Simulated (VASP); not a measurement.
# Zr (P6_3/mmc) in VASP: further runs, part 2 of 2

VASP 6.6.1. The steps go on from the part before.

**5. Single point, PBEsol**

This run uses another cell than the first one, of 25.61 Å³/atom, 1.090 times its volume.

INCAR reads:

```
PREC = Accurate
ENCUT = 500
EDIFF = 1E-6
ISMEAR = 0
SIGMA = 0.1
LREAL = False
LASPH = True
NELM = 120
ALGO = Normal
ISIF = 2
LWAVE = False
LCHARG = False
GGA = PS
NBANDS = 19
GGA_COMPAT = False
```

KPOINTS reads:

```
regular mesh
0
Gamma
  6 6 4
```

POSCAR reads:

```
Zr
1.0
    3.3336306063      0.0000000000      0.0000000000
   -1.6668153031      2.8870087919      0.0000000000
    0.0000000000      0.0000000000      5.3229512485
Zr
2
Direct
    0.3333333333      0.6666666667      0.2500000000
    0.6666666667      0.3333333333      0.7500000000
```

Potentials or basis: VASP PAW PBE potentials, release 64 (Zr_sv).

The run is started by

```bash
$ cat potpaw_PBE.64/Zr_sv/POTCAR > POTCAR
$ mpirun -np 1 vasp_std > vasp.out
```

OUTCAR:

```text
PREC = Accurate
   ENCUT = 500
   EDIFF = 1E-6
   ISMEAR = 0
   LREAL = False
   LASPH = True
   NELM = 120
   ISIF = 2
   GGA = PS

 ion  position               nearest neighbor table
   1  0.333  0.667  0.250-   2 3.28   2 3.28   2 3.28   2 3.28   2 3.28   2 3.28
   2  0.667  0.333  0.750-   1 3.28   1 3.28   1 3.28   1 3.28   1 3.28   1 3.28

  LATTYP: Found a hexagonal cell.
 ALAT       =     3.3336306063
 C/A-ratio  =     1.5967429740

  Lattice vectors:

 A1 = (   3.3336306063,   0.0000000000,   0.0000000000)
 A2 = (  -1.6668153031,   2.8870087919,   0.0000000000)
 A3 = (   0.0000000000,   0.0000000000,   5.3229512485)

Analysis of symmetry for initial positions (statically):
=====================================================================
 Subroutine PRICEL returns:
 Original cell was already a primitive cell.

 Routine SETGRP: Setting up the symmetry group for a
 hexagonal supercell.

[... 158 lines left out ...]
  ext. energy  EPLUGINS =         0.00000000
  ---------------------------------------------------
  free energy    TOTEN  =       -17.93393603 eV

  energy without entropy =      -17.91919497  energy(sigma->0) =      -17.92656550

 E-fermi :   7.9071     XC(G=0): -10.7719

 val. band max:        7.8977461289   @ k =   0.3333   0.3333   0.2500
 cond. band min:       7.9883414134   @ k =   0.1667   0.1667   0.5000
 fundamental gap:      0.0905952845
 Fermi energy:         7.9070825150

 k-point     1 :       0.0000    0.0000    0.0000
  band No.  band energies     occupation
      1     -41.0850      2.00000
      2     -40.9819      2.00000
      3     -19.4848      2.00000
      4     -18.8312      2.00000
      5     -18.8312      2.00000
      6     -18.7438      2.00000
[... 439 lines left out ...]
      6     -19.1293      2.00000
[... 11 lines left out ...]
     18      11.8109      0.00000
     19      15.0296      0.00000

------------------------ aborting loop because EDIFF is reached ----------------------------------------

  FORCE on cell =-STRESS in cart. coord.  units (eV):
  Direction    XX          YY          ZZ          XY          YZ          ZX
  --------------------------------------------------------------------------------------
  -------------------------------------------------------------------------------------
  Total       -3.4106297     -3.4106297     -3.2608391     -0.0000000     -0.0000000     -0.0000000
  in kB     -106.6662635   -106.6662635   -101.9816137     -0.0000000     -0.0000000     -0.0000000
  external PRESSURE =    -105.1047136 kB  Pullay stress =       0.0000000 kB

 VOLUME and BASIS-vectors are now :
 -----------------------------------------------------------------------------
  energy-cutoff  :      500.00
  volume of cell :       51.23
      direct lattice vectors                 reciprocal lattice vectors
     3.333630606  0.000000000  0.000000000     0.299973248  0.173189635  0.000000000
    -1.666815303  2.887008792  0.000000000     0.000000000  0.346379271  0.000000000
     0.000000000  0.000000000  5.322951248     0.000000000  0.000000000  0.187865707

 POSITION                                       TOTAL-FORCE (eV/Angst)
 -----------------------------------------------------------------------------------
     -0.00000      1.92467      1.33074         0.000000     -0.000000      0.000000
      1.66682      0.96234      3.99221        -0.000000      0.000000      0.000000
 -----------------------------------------------------------------------------------
    total drift:                               -0.000000      0.000000     -0.000000

  FREE ENERGIE OF THE ION-ELECTRON SYSTEM (eV)
  ---------------------------------------------------
  free  energy   TOTEN  =       -17.9339360250 eV

  energy  without entropy=      -17.9191949712  energy(sigma->0) =      -17.92656550
```

OSZICAR:

```text
N       E                     dE             d eps       ncg     rms          rms(c)
DAV:   1     0.209319779551E+03    0.20932E+03   -0.13020E+04   798   0.121E+03
DAV:   2    -0.295516749911E+01   -0.21227E+03   -0.20833E+03   930   0.353E+02
DAV:   3    -0.184898389075E+02   -0.15535E+02   -0.15426E+02  1437   0.696E+01
DAV:   4    -0.189002044280E+02   -0.41037E+00   -0.40991E+00   937   0.120E+01
DAV:   5    -0.189166210454E+02   -0.16417E-01   -0.16414E-01  1207   0.145E+00    0.126E+01
DAV:   6    -0.180974014837E+02    0.81922E+00   -0.12554E+00   848   0.785E+00    0.464E+00
DAV:   7    -0.179319624332E+02    0.16544E+00   -0.71807E-01  1111   0.509E+00    0.117E+00
DAV:   8    -0.179337436627E+02   -0.17812E-02   -0.32288E-02  1054   0.138E+00    0.287E-01
DAV:   9    -0.179339458462E+02   -0.20218E-03   -0.25212E-03   949   0.413E-01    0.247E-02
DAV:  10    -0.179339311967E+02    0.14649E-04   -0.95207E-05  1139   0.465E-02    0.215E-02
DAV:  11    -0.179339358924E+02   -0.46956E-05   -0.90889E-06   893   0.314E-02    0.174E-03
DAV:  12    -0.179339360250E+02   -0.13264E-06   -0.32079E-07   522   0.488E-03
   1 F= -.17933936E+02 E0= -.17926565E+02  d E =-.147411E-01
```

stdout:

```text
POSCAR found type information on POSCAR Zr
 POSCAR found :  1 types and       2 ions
 scaLAPACK will be used
 -----------------------------------------------------------------------------
|                                                                             |
|                                                                             |
|     You enforced a specific xc type in the INCAR file but a different       |
|     I HOPE YOU KNOW WHAT YOU ARE DOING!                                     |
|                                                                             |
 -----------------------------------------------------------------------------

 LDA part: xc-table for (Slater+PW92), standard interpolation
 POSCAR, INCAR and KPOINTS ok, starting setup
 FFT: planning ... GRIDC
 FFT: planning ... GRID_SOFT
 FFT: planning ... GRID
 WAVECAR not read
 entering main loop
```

Run time: 21 s. Hardware: 1 thread of Intel Xeon 8259CL, shared host; peak memory 0.16 GiB.

What came out:

- Free energy: -17.9339 eV
- Pressure: -10.5 GPa
- Band gap on the k mesh: zero (band 12 reaches 8.69 eV, above the bottom of band 13 at 7.75 eV)

Levels at points of the mesh, in eV from the Fermi level:
```csv
k point,band 8,band 9,band 10,band 11,band 12,band 13,band 14,band 15,band 16,band 17
"(0.00, 0.00, 0.00)",-26.63,-5.55,-2.86,0.78,0.78,0.78,0.88,1.38,1.38,1.91
"(0.50, 0.00, 0.00)",-26.71,-2.45,-2.31,-1.94,-0.42,0.49,0.61,1.23,4.33,4.66
"(0.00, 0.00, 0.50)",-26.69,-3.96,-3.96,-0.01,-0.01,0.69,0.69,0.69,0.69,3.48
"(0.50, 0.00, 0.50)",-26.80,-2.67,-2.67,-0.96,-0.96,1.26,1.26,1.96,1.96,4.54
```

Caveat: the k points lie up to 0.36 Å⁻¹ apart; the PAW data sets were made with another functional, which shifts forces and pressure a little.

**6. Single point, PBE**

This run uses another cell than the first one, of 30.31 Å³/atom, 1.290 times its volume.

INCAR reads:

```
ALGO = Normal
EDIFF = 1E-6
ENCUT = 500
GGA = PE
GGA_COMPAT = False
ISIF = 2
ISMEAR = 0
LASPH = True
LCHARG = False
LREAL = False
LWAVE = False
NBANDS = 19
NELM = 120
PREC = Accurate
SIGMA = 0.1
```

KPOINTS reads:

```
k-points
0
Gamma
  6 6 4
```

POSCAR reads:

```
Zr
1.0
    3.5261859625      0.0000000000      0.0000000000
   -1.7630929812      3.0537666220      0.0000000000
    0.0000000000      0.0000000000      5.6304126606
Zr
2
Direct
    0.3333333333      0.6666666667      0.2500000000
    0.6666666667      0.3333333333      0.7500000000
```

Potentials or basis: VASP PAW PBE potentials, release 64 (Zr_sv).

The run is started by

```bash
$ cat potpaw_PBE.64/Zr_sv/POTCAR > POTCAR
$ mpirun -np 1 vasp_std > vasp.out
```

Wall time 38 s (1 thread of Intel Xeon 8259CL, shared host); peak memory 0.17 GiB.

It converged, with:

```
Free energy            : -16.2263 eV
Pressure               : -15.4 GPa
Band gap on the k mesh : zero (band 12 reaches 7.10 eV, above the bottom of band 13 at 6.16 eV)
```

Stress tensor (GPa, compression positive):
```
-15.41   0.00   0.00
  0.00 -15.41   0.00
  0.00   0.00 -15.32
```

Levels at points of the mesh, in eV from the Fermi level:
```tsv
k point	band 10	band 11	band 12	band 13	band 14	band 15
(0.00, 0.00, 0.00)	-2.46	0.42	0.70	0.70	0.77	1.17
(0.50, 0.00, 0.00)	-1.84	-1.52	-0.58	0.48	0.48	0.99
(0.00, 0.00, 0.50)	-3.74	0.01	0.01	0.63	0.63	0.63
(0.50, 0.00, 0.50)	-2.24	-0.74	-0.74	0.88	0.88	1.65
```

**7. Summary**

```tsv
level	cell	gap on the mesh (eV)	pressure (GPa)
PBE+D3(BJ)	a = 3.239, b = 3.239, c = 5.172 Å, angles 90.0, 90.0, 120.0°, 2 atoms	none	-4.3
RPBE	a = 3.239, b = 3.239, c = 5.172 Å, angles 90.0, 90.0, 120.0°, 2 atoms	none	1.6
PBE	a = 3.239, b = 3.239, c = 5.172 Å, angles 90.0, 90.0, 120.0°, 2 atoms	none	-0.6
PBEsol	a = 3.334, b = 3.334, c = 5.323 Å, angles 90.0, 90.0, 120.0°, 2 atoms	none	-10.5
PBE	a = 3.526, b = 3.526, c = 5.630 Å, angles 90.0, 90.0, 120.0°, 2 atoms	none	-15.4
```

Alike in all rows: task single point; potentials or basis VASP PAW PBE potentials, release 64 (Zr_sv); no spin polarisation; k mesh 6 × 6 × 4; cutoff (eV) 500; smearing gaussian 0.1 eV.

Caveats: some runs use coarse meshes; the PAW data sets were made with another functional, which shifts forces and pressure a little (some runs); pairwise dispersion overbinds metals, which lowers pressure and volume (some runs).

Absolute energies hang on the potentials; compare differences alone.
